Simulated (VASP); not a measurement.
Wanted: the native input for a VASP 6.6.1 run.

| Property | Result |
| --- | --- |
| Task | single point |
| Functional | revPBE |
| Potentials or basis | VASP PAW PBE potentials, release 64 (Cr_pv) |
| Cutoff | 520 eV |
| k mesh | 11 × 11 × 18 |
| Occupations | fermi-dirac, width 0.1 eV |
| Spin | no spin polarisation |
| Dipole correction | no |
| Further INCAR settings | ALGO = Normal; EDIFF = 1e-07; NBANDS = 25 |

The structure of Cr lies in POSCAR:

```
Cr
1.0
    4.2538943468      0.0000000000      0.0000000000
   -2.1269471734      3.6839805694      0.0000000000
    0.0000000000      0.0000000000      2.3041048015
Cr
3
Direct
    0.0000000000      1.0000000000      0.0000000000
    0.3333333333      0.6666666667      0.5000000000
    0.6666666667      0.3333333333      0.5000000000
```

This isn't the form of Cr at room conditions, which is bcc.

These files were run (other wordings do the same):

INCAR

```
ALGO = Normal
EDIFF = 1E-7
ENCUT = 520
GGA = RE
ISIF = 2
ISMEAR = -1
LASPH = T
LCHARG = T
LELF = T
LREAL = F
LVHAR = T
LWAVE = F
NBANDS = 25
NELM = 60
PREC = Accurate
SIGMA = 0.1
```

KPOINTS

```
k-points
0
Gamma
  11 11 18
```

Potentials or basis: VASP PAW PBE potentials, release 64 (Cr_pv).

Command:

```bash
$ cat potpaw_PBE.64/Cr_pv/POTCAR > POTCAR
$ mpirun -np 1 vasp_std > vasp.out
```

It gave:

* Pressure: -0.2 GPa
* Band gap on the k mesh: zero (bands 18 and 19 overlap by 0.68 eV)

Caveat: the PAW data sets were made with another functional, which shifts forces and pressure a little; the run has no spin polarisation, though such a crystal can be magnetic.

It took 60 s on 1 thread of Intel(R) Xeon(R) 6975P-C (Granite Rapids), with other jobs on the host, peak memory 0.22 GiB.
